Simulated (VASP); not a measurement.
Here is a VASP 6.6.1 calculation.

Contents of INCAR:

```
PREC     = Accurate       # precision mode
ENCUT    = 350            # plane-wave cutoff, eV
EDIFF    = 1E-5           # SCF threshold, eV
ISMEAR   = 0              # smearing method
SIGMA    = 0.03           # smearing width, eV
LREAL    = Auto         
LASPH    = T              # aspherical terms in the spheres
NELM     = 120            # most SCF steps
ALGO     = Normal         # electronic algorithm
ISIF     = 2              # what is computed and relaxed
LWAVE    = F              # write WAVECAR
LCHARG   = F              # write CHGCAR
ISPIN    = 2              # spin polarisation
MAGMOM   = 0 0 0 0 0 0 0 0 0 0 0 0 0 0 0 0 0 0 0 0 0 0 0 0 # initial moments
LORBIT   = 11             # projections on sites
NUPDOWN  = 0              # fixed moment
LMAXMIX  = 4              # l up to which the mixer works
GGA      = PS             # functional
ISYM     = 0            
KPAR     = 4
```

File KPOINTS:

```
Automatic mesh
0
Gamma
  3 3 2
```

POSCAR

```
NiW7S16                                 
1.0
    6.3064000000      0.0000000000      0.0000000000
   -3.1532000000      5.4615026064      0.0000000000
    0.0000000000      0.0000000000     12.3230000000
  Ni              W               S             
     1     7    16
Direct
     0.2447438283285442    0.3701069694036937    0.2705297780254624
     0.1565471746507480    0.8299628204729782    0.2486667267556939
     0.6647987616639327    0.3307005473818924    0.2456303745127076
     0.6638899936053463    0.8375101003240603    0.2451509068378179
     0.3319942620185986    0.1666918586236412    0.7492220522574804
     0.3319198792350510    0.6662157970687760    0.7492222658594027
     0.8318057625278061    0.1663970649556968    0.7496646237081126
     0.8318985173940266    0.6664601287191970    0.7494243104988026
     0.1648659995052557    0.3329007369573956    0.6223110640121976
     0.1651516364567238    0.8330639251428494    0.6225140928273433
     0.6658903389900516    0.3331989753147603    0.6224651384598835
     0.6657490073505556    0.8336492954535875    0.6224332877155394
     0.3049514401799407    0.1725844323911896    0.1350134396756923
     0.3009918622765499    0.6293102032398395    0.1362150842256737
     0.7786569219207016    0.1404870531860575    0.1088252164632955
     0.8222992816152324    0.6630447768036991    0.1198772762241386
     0.1652736162178018    0.3330976543042639    0.8762875993924016
     0.1657799510393163    0.8333709271317973    0.8765261589026847
     0.6648126042216852    0.3333129100013841    0.8763884322926485
     0.6647098038595930    0.8324756791080302    0.8764117591909575
     0.3519417271590280    0.1649392001390468    0.3787824827751611
     0.3496504245874413    0.6847716259132085    0.3779309909488305
     0.8798161532273068    0.1910460252513059    0.3575110607169192
     0.8291670519687570    0.6667782927116473    0.3736668777211449
```

Potentials or basis: VASP PAW PBE potentials, release 64 (Ni, W_sv, S).

The run is started by

```console
$ cat potpaw_PBE.64/Ni/POTCAR potpaw_PBE.64/W_sv/POTCAR potpaw_PBE.64/S/POTCAR > POTCAR
$ mpirun -np 4 vasp_std > vasp.out
```

Task: Predict the pressure.

Result: 1.1 GPa.

Task: Estimate the largest force.

Result: 0.310 eV/Å.

Forces on the atoms (eV/Å):
```
Ni  -0.167 -0.144 -0.030
W    0.005  0.074  0.012
W    0.050 -0.009 -0.034
W    0.006  0.047 -0.044
W    0.002 -0.003  0.016
W    0.003  0.005  0.017
W    0.003 -0.003  0.015
W   -0.002  0.005  0.010
S    0.004  0.002 -0.010
S    0.004  0.003 -0.010
S   -0.003 -0.002 -0.017
S   -0.002 -0.001 -0.011
S    0.141 -0.100 -0.202
S   -0.020  0.142 -0.168
S   -0.016  0.001 -0.017
S   -0.022 -0.006  0.007
S    0.002  0.003 -0.009
S    0.000  0.000 -0.011
S   -0.003  0.004 -0.009
S    0.003 -0.004 -0.011
S    0.188 -0.153  0.194
S   -0.056  0.203  0.164
S   -0.115 -0.066  0.118
S   -0.005  0.000  0.029
```

Caveat: the k points lie up to 0.38 Å⁻¹ apart; the PAW data sets were made with another functional, which shifts forces and pressure a little; the total moment is fixed, so each spin has its own Fermi level.
